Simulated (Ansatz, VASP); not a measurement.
AlN: VASP beside Ansatz

```xyz
4
Lattice="3.4407 0.0000 0.0000 -1.7203 2.9797 0.0000 0.0000 0.0000 4.1794" Properties=species:S:1:pos:R:3 pbc="T T T"
Al    0.0000    1.9865    3.1345
Al    1.7203    0.9932    1.0448
N     0.0000    1.9865    1.0448
N     1.7203    0.9932    3.1345
```

Alike in both runs: task single point; functional PBEsol; k mesh 9 × 9 × 6; occupations gaussian, width 0.05 eV; no spin polarisation.

|  | VASP | Ansatz |
| --- | --- | --- |
| version | VASP 6.6.1 | Ansatz 0.2.0 |
| potentials or method | VASP PAW PBE potentials, release 64 (Al, N), cutoff 520 eV | scalar-relativistic, plane waves, PAW |
| valence electrons in the cell | 16 | 16 |

|  | VASP | Ansatz | Ansatz less VASP |
| --- | --- | --- | --- |
| gap on the k mesh at the Fermi level (eV) | 2.78 | 2.77 | -0.010 |
| least direct gap on the mesh (eV) | 2.78 | 2.77 | -0.010 |
| pressure (GPa) | -16.9 | -16.8 | +0.10 |
| traceless stress, the component that is largest in VASP (GPa) | 4.10 | 4.08 | -0.016 |

VASP's potentials were made for PBE, not for PBEsol. The functional is the same, so the differences come from potentials, cutoffs and numerics.
